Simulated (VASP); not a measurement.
Input of a VASP 6.6.1 run:

Contents of INCAR:

```
SYSTEM = Al
PREC = Accurate ; ENCUT = 520
EDIFF = 1E-6 ; ISMEAR = 0
SIGMA = 0.1 ; LREAL = .False.
LASPH = .True. ; NELM = 100
ALGO = Fast ; ISIF = 2
LWAVE = .False. ; LCHARG = .False.
GGA = PS ; IVDW = 12
NBANDS = 14
```

Contents of KPOINTS:

```
Automatic mesh
0
Gamma
  24 24 6
  0 0 0
```

Contents of POSCAR:

```
Al
1.0
    2.7731070894      0.0000000000      0.0000000000
   -1.3865535447      2.4015811868      0.0000000000
    0.0000000000      0.0000000000      9.2479851858
Al
4
Direct
    0.0000000000      0.0000000000      0.0000000000
    0.3333333333      0.6666666667      0.2500000000
    0.0000000000      0.0000000000      0.5000000000
    0.6666666667      0.3333333333      0.7500000000
```

Potentials or basis: VASP PAW PBE potentials, release 64 (Al).

Run with:

```bash
$ cat potpaw_PBE.64/Al/POTCAR > POTCAR
$ mpirun -np 1 vasp_std > vasp.out
```

Q: Predict the pressure.

A: 1.4 GPa.

Q: What does it give for the dispersion energy per atom?

A: -0.341 eV.

Q: Estimate the band gap on the k mesh.

A: Zero (bands 6 and 7 overlap by 5.32 eV).

Stress tensor (GPa, compression positive):
```
1.96 0.00 0.00
0.00 1.96 0.00
0.00 0.00 0.29
```

Caveat: the cell differs from its parent crystal (biaxial strain in the a-b plane: -1.0 %); the PAW data sets were made with another functional, which shifts forces and pressure a little.
